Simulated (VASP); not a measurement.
# NdTl2P3 (P-4m2) in VASP: single point with PBE

Aim: the single point of NdTl2P3 with PBE.

All numbers are computed with VASP 6.6.1; they aren't measurements. Logs are shortened: lines on timing, memory, paths and dates and some standing lists are left out, and cuts for length are marked.

## (1) The cell of the first run

Symmetry: P-4m2, No. 115, tetragonal system. Conventional cell: a = 3.987 Å, b = 3.987 Å, c = 7.818 Å, α = 90.00°, β = 90.00°, γ = 90.00°. Within 3.7 Å of Nd (site symmetry -4m2) lie 8 P at 2.82 to 2.97 Å and 4 Tl at 3.44 Å. Within 3.7 Å of Tl (site symmetry 2mm) lie 7 P at 2.82 to 3.44 Å and 2 Nd at 3.44 Å and 4 Tl at 3.59 Å. Within 3.7 Å of P (site symmetry 2mm) lie 5 Tl at 2.82 to 2.88 Å and 2 Nd at 2.97 Å and 2 P at 2.97 Å. Within 3.7 Å of P (site symmetry -4m2) lie 4 Nd at 2.82 Å and 4 P at 2.97 Å and 4 Tl at 3.44 Å.

## (2) Single point, PBE (20.72 Å³/atom)

The input, INCAR:

```
SYSTEM = NdTl2P3
PREC = Accurate
ENCUT = 500
EDIFF = 1E-6
ISMEAR = 0
SIGMA = 0.1
LREAL = .False.
LASPH = .True.
NELM = 200
ALGO = Normal
ISIF = 2
LWAVE = .False.
LCHARG = .True.
GGA = PE
LELF = .True.
LVHAR = .True.
NBANDS = 35
GGA_COMPAT = .False.
LMAXMIX = 6
```

The input, KPOINTS:

```
regular mesh
0
Gamma
  8 8 4
  0 0 0
```

The input, POSCAR:

```
NdTl2P3
1.0
    3.9872997725      0.0000000000      0.0000000000
    0.0000000000      3.9872997725      0.0000000000
    0.0000000000      0.0000000000      7.8177036091
Nd Tl P
1 2 3
Direct
    0.5000000000      0.5000000000      0.0000000000
    0.5000000000      0.0000000000      0.6420470693
    0.0000000000      0.5000000000      0.3579529307
    0.5000000000      0.0000000000      0.2816984070
    0.0000000000      0.5000000000      0.7183015930
    0.0000000000      0.0000000000      0.0000000000
```

Potentials or basis: VASP PAW PBE potentials, release 64 (Nd_3, Tl_d, P), 4f in core.

Run with:

```
$ cat potpaw_PBE.64/Nd_3/POTCAR potpaw_PBE.64/Tl_d/POTCAR potpaw_PBE.64/P/POTCAR > POTCAR
$ mpirun -np 1 vasp_std > vasp.out
```

OUTCAR:

```text
SYSTEM = NdTl2P3
   PREC = Accurate
   ENCUT = 500
   EDIFF = 1E-6
   ISMEAR = 0
   LREAL = .False.
   LASPH = .True.
   NELM = 200
   ISIF = 2
   GGA = PE

 ion  position               nearest neighbor table
   1  0.500  0.500  0.000-   6 2.82   6 2.82   6 2.82   6 2.82   5 2.97   5 2.97   4 2.97   4 2.97
                             3 3.44   2 3.44   3 3.44   2 3.44
   2  0.500  0.000  0.642-   4 2.82   5 2.88   5 2.88   5 2.88   5 2.88   1 3.44   6 3.44   6 3.44
                             1 3.44   3 3.59   3 3.59   3 3.59   3 3.59
   3  0.000  0.500  0.358-   5 2.82   4 2.88   4 2.88   4 2.88   4 2.88   6 3.44   1 3.44   6 3.44
                             1 3.44   2 3.59   2 3.59   2 3.59   2 3.59
   4  0.500  0.000  0.282-   2 2.82   3 2.88   3 2.88   3 2.88   3 2.88   1 2.97   1 2.97
   5  0.000  0.500  0.718-   3 2.82   2 2.88   2 2.88   2 2.88   2 2.88   1 2.97   1 2.97
   6  0.000  0.000  0.000-   1 2.82   1 2.82   1 2.82   1 2.82   3 3.44   3 3.44   2 3.44   2 3.44

  LATTYP: Found a simple tetragonal cell.
 ALAT       =     3.9872997725
 C/A-ratio  =     1.9606510810

  Lattice vectors:

 A1 = (   3.9872997725,   0.0000000000,   0.0000000000)
 A2 = (   0.0000000000,   3.9872997725,   0.0000000000)
 A3 = (   0.0000000000,   0.0000000000,   7.8177036091)

Analysis of symmetry for initial positions (statically):
=====================================================================
 Subroutine PRICEL returns:
 Original cell was already a primitive cell.

 Routine SETGRP: Setting up the symmetry group for a
 simple tetragonal supercell.

 Subroutine GETGRP returns: Found  8 space group operations
 (whereof  8 operations were pure point group operations)
 out of a pool of 16 trial point group operations.

The static configuration has the point symmetry D_2d.

Analysis of symmetry for dynamics (positions and initial velocities):
=====================================================================
 Subroutine PRICEL returns:
 Original cell was already a primitive cell.

 Routine SETGRP: Setting up the symmetry group for a
 simple tetragonal supercell.

 Subroutine GETGRP returns: Found  8 space group operations
 (whereof  8 operations were pure point group operations)
 out of a pool of 16 trial point group operations.

The dynamic configuration has the point symmetry D_2d.

 Subroutine INISYM returns: Found  8 space group operations
 (whereof  8 operations are pure point group operations),
 and found     1 'primitive' translations

----------------------------------------------------------------------------------------

                                     Primitive cell

  volume of cell :     124.2902

  direct lattice vectors                    reciprocal lattice vectors
     3.987299773  0.000000000  0.000000000     0.250796292  0.000000000  0.000000000
     0.000000000  3.987299773  0.000000000     0.000000000  0.250796292  0.000000000
     0.000000000  0.000000000  7.817703609     0.000000000  0.000000000  0.127914801

  length of vectors
     3.987299773  3.987299773  7.817703609     0.250796292  0.250796292  0.127914801

  position of ions in fractional coordinates (direct lattice)
     0.500000000  0.500000000  0.000000000
     0.500000000  0.000000000  0.642047069
     0.000000000  0.500000000  0.357952931
     0.500000000  0.000000000  0.281698407
     0.000000000  0.500000000  0.718301593
     0.000000000  0.000000000  0.000000000

  ion indices of the primitive-cell ions
   primitive index   ion index
                 1           1
                 2           2
                 3           3
                 4           4
                 5           5
                 6           6

----------------------------------------------------------------------------------------

 KPOINTS: regular mesh

Automatic generation of k-mesh.
 Grid dimensions read from file:
 generate k-points for:    8    8    4

 Generating k-lattice:

  Cartesian coordinates                     Fractional coordinates (reciprocal lattice)
     0.031349537  0.000000000  0.000000000     0.125000000  0.000000000  0.000000000
     0.000000000  0.031349537  0.000000000     0.000000000  0.125000000  0.000000000
     0.000000000  0.000000000  0.031978700     0.000000000  0.000000000  0.250000000

  Length of vectors
     0.031349537  0.031349537  0.031978700

  Shift w.r.t. Gamma in fractional coordinates (k-lattice)
     0.000000000  0.000000000  0.000000000

 Subroutine IBZKPT returns following result:
 ===========================================

 Found     45 irreducible k-points:

 Following reciprocal coordinates:
            Coordinates               Weight
  0.000000  0.000000  0.000000      1.000000
  0.125000  0.000000  0.000000      4.000000
  0.250000  0.000000  0.000000      4.000000
  0.375000  0.000000  0.000000      4.000000
  0.500000  0.000000  0.000000      2.000000
  0.125000  0.125000  0.000000      4.000000
[... 16 lines left out ...]
  0.375000  0.125000  0.250000     16.000000
  0.500000  0.125000  0.250000      8.000000
 [... further k-points ...]
   k-points           NKPTS =     45   k-points in BZ     NKDIM =     45   number of bands    NBANDS=     35
   number of dos      NEDOS =    301   number of ions     NIONS =      6
   total plane-waves  NPLWV =  54000
   dimension x,y,z NGX =    30 NGY =   30 NGZ =   60
   dimension x,y,z NGXF=    60 NGYF=   60 NGZF=  120
   ions per type =               1   2   3
   NGX,Y,Z   is equivalent  to a cutoff of  12.51, 12.51, 12.76 a.u.
   NGXF,Y,Z  is equivalent  to a cutoff of  25.02, 25.02, 25.52 a.u.
 SYSTEM =  NdTl2P3
   PREC   = accura    normal or accurate (medium, high low for compatibility)
   ISTART =      0    job   : 0-new  1-cont  2-samecut
   ICHARG =      2    charge: 1-file 2-atom 10-const
   ISPIN  =      1    spin polarized calculation?
   LNONCOLLINEAR =      F non collinear calculations
   LSORBIT =      F    spin-orbit coupling
   LASPH  =      T    aspherical Exc in radial PAW
   ENCUT  =  500.0 eV  36.75 Ry    6.06 a.u.   7.27  7.27 14.25*2*pi/ulx,y,z
   NELM   =    200;   NELMIN=  2; NELMDL= -5     # of ELM steps
   EDIFF  = 0.1E-05   stopping-criterion for ELM
   LREAL  =      F    real-space projection
   EDIFFG = 0.1E-04   stopping-criterion for IOM
   NSW    =      0    number of steps for IOM
   IBRION =     -1    ionic relax: 0-MD 1-quasi-New 2-CG
   NFREE  =      0    steps in history (QN), initial steepest desc. (CG)
   ISIF   =      2    stress and relaxation
   ISYM   =      2    0-nonsym 1-usesym 2-fastsym
   POTIM  = 0.5000    time-step for ionic-motion
   TEBEG  =    0.0;   TEEND  =   0.0 temperature during run
   PSTRESS=    0.0 pullay stress
   NELECT =      52.0000    total number of electrons
   NUPDOWN=      -1.0000    fix difference up-down
   EMIN   =  10.00;   EMAX   =-10.00  energy-range for DOS
   EFERMI =   0.00;   METHOD = LEGACY
   ISMEAR =     0;   SIGMA  =   0.10  broadening in eV -4-tet -1-fermi 0-gaus
   EFERMI_NEDOS =   21; number of points for ismear=-14 and -15
   IALGO  =     38    algorithm
   IMIX   =      4    mixing-type and parameters
     AMIX     =   0.40;   BMIX     =  1.00
     AMIX_MAG =   1.60;   BMIX_MAG =  1.00
  volume/ion in A,a.u.               =      20.72       139.79
  Fermi-wavevector in a.u.,A,eV,Ry     =   1.224420  2.313818 20.397901  1.499203
  Thomas-Fermi vector in A             =   2.359495
   LORBIT       =      0    0 simple, 1 ext, 2 COOP (PROOUT), +10 PAW based schemes
   GGA     = PE    functional components
   LHFCALC =     F    Hartree Fock is set to
   AEXX    =    0.0000 exact exchange contribution
   IVDW    =     0    specifies the selected vdW correction
   LEPSILON=     F    determine dielectric tensor
   LRPA    =     F    only Hartree local field effects (RPA)
 non-spin polarized calculation
 Gauss-broadening in eV      SIGMA  =   0.10
  energy-cutoff  :      500.00
  volume of cell :      124.29
 maximum number of plane-waves:      3180
 NGX is ok and might be reduce to    30
   NGX = 15   NGY = 15   NGZ = 29

 number of electron      52.0000004 magnetization

 Free energy of the ion-electron system (eV)
  ---------------------------------------------------
  ext. energy  EPLUGINS =         0.00000000
  ---------------------------------------------------
  free energy    TOTEN  =       -26.13423202 eV

  energy without entropy =      -26.11962069  energy(sigma->0) =      -26.12692635

 E-fermi :   7.2505     XC(G=0): -10.8792

 val. band max:        7.2229083207   @ k =   0.5000   0.3750   0.0000
 cond. band min:       7.2514232925   @ k =   0.2500   0.2500   0.5000
 fundamental gap:      0.0285149718
 Fermi energy:         7.2504595925

 k-point     1 :       0.0000    0.0000    0.0000
  band No.  band energies     occupation
      1     -29.9374      2.00000
      2     -11.4289      2.00000
      3     -11.1199      2.00000
      4     -11.1199      2.00000
      5      -5.2364      2.00000
      6      -4.9729      2.00000
[... 27 lines left out ...]
     34      11.2117      0.00000
     35      12.1074      0.00000

 k-point     2 :       0.1250    0.0000    0.0000
  band No.  band energies     occupation
      1     -29.9345      2.00000
      2     -11.4184      2.00000
      3     -11.2012      2.00000
      4     -11.1114      2.00000
      5      -5.0791      2.00000
      6      -4.9172      2.00000
[... 27 lines left out ...]
     34      11.6159      0.00000
     35      12.2196      0.00000

 k-point     3 :       0.2500    0.0000    0.0000
  band No.  band energies     occupation
      1     -29.9274      2.00000
      2     -11.4052      2.00000
      3     -11.3745      2.00000
      4     -11.0906      2.00000
      5      -4.7716      2.00000
      6      -4.6659      2.00000
[... 27 lines left out ...]
     34      11.9027      0.00000
     35      12.5092      0.00000
[... 723 lines left out ...]
 k-point    23 :       0.3750    0.1250    0.2500
  band No.  band energies     occupation
      1     -29.9176      2.00000
      2     -11.5427      2.00000
      3     -11.3548      2.00000
      4     -11.1345      2.00000
      5      -4.6594      2.00000
      6      -4.5285      2.00000
[... 27 lines left out ...]
     34      12.2110      0.00000
     35      12.6759      0.00000

 k-point    24 :       0.5000    0.1250    0.2500
  band No.  band energies     occupation
      1     -29.9147      2.00000
      2     -11.6090      2.00000
      3     -11.3440      2.00000
      4     -11.1237      2.00000
      5      -4.5821      2.00000
      6      -4.5543      2.00000
[... 27 lines left out ...]
     34      12.0313      0.00000
     35      12.4689      0.00000

 [... further k-points ...]

------------------------ aborting loop because EDIFF is reached ----------------------------------------

  FORCE on cell =-STRESS in cart. coord.  units (eV):
  Direction    XX          YY          ZZ          XY          YZ          ZX
  --------------------------------------------------------------------------------------
  -------------------------------------------------------------------------------------
  Total        6.6159201      6.6159201      6.4724586      0.0000000      0.0000000      0.0000000
  in kB       85.2832723     85.2832723     83.4339658      0.0000000      0.0000000      0.0000000
  external PRESSURE =      84.6668368 kB  Pullay stress =       0.0000000 kB

 VOLUME and BASIS-vectors are now :
 -----------------------------------------------------------------------------
  energy-cutoff  :      500.00
  volume of cell :      124.29
      direct lattice vectors                 reciprocal lattice vectors
     3.987299773  0.000000000  0.000000000     0.250796292  0.000000000  0.000000000
     0.000000000  3.987299773  0.000000000     0.000000000  0.250796292  0.000000000
     0.000000000  0.000000000  7.817703609     0.000000000  0.000000000  0.127914801

 POSITION                                       TOTAL-FORCE (eV/Angst)
 -----------------------------------------------------------------------------------
      1.99365      1.99365      0.00000         0.000000      0.000000     -0.000000
      1.99365      0.00000      5.01933        -0.000000     -0.000000     -0.006276
      0.00000      1.99365      2.79837         0.000000     -0.000000      0.006276
      1.99365      0.00000      2.20223         0.000000     -0.000000     -0.005856
      0.00000      1.99365      5.61547         0.000000     -0.000000      0.005856
      0.00000      0.00000      0.00000         0.000000     -0.000000     -0.000000
 -----------------------------------------------------------------------------------
    total drift:                                0.000000      0.000000     -0.000000

  FREE ENERGIE OF THE ION-ELECTRON SYSTEM (eV)
  ---------------------------------------------------
  free  energy   TOTEN  =       -26.1342320235 eV

  energy  without entropy=      -26.1196206851  energy(sigma->0) =      -26.12692635
```

Wall time 1.7 min (1 thread of AMD EPYC 9R45 (Zen 5), shared host); peak memory 0.3 GiB.

Results:

* Free energy: -26.1342 eV
* Pressure: 8.5 GPa
* Largest force: 0.006 eV/Å
* Band gap on the k mesh: zero (bands 26 and 27 overlap by 1.75 eV)

Forces on the atoms (eV/Å):
```
Nd   0.000  0.000  0.000
Tl   0.000  0.000 -0.006
Tl   0.000  0.000  0.006
P    0.000  0.000 -0.006
P    0.000  0.000  0.006
P    0.000  0.000  0.000
```

Caveat: the cell stands under pressure; spin-orbit coupling is left out, which moves the levels of the heavy elements; the 4f electrons are frozen in the core, so they carry no moment and show no levels. Spin polarisation is off, so any magnetic state and its effect on volume and gap are missing.

The gap in the log of VASP goes by the Fermi energy; the results here count the filled bands.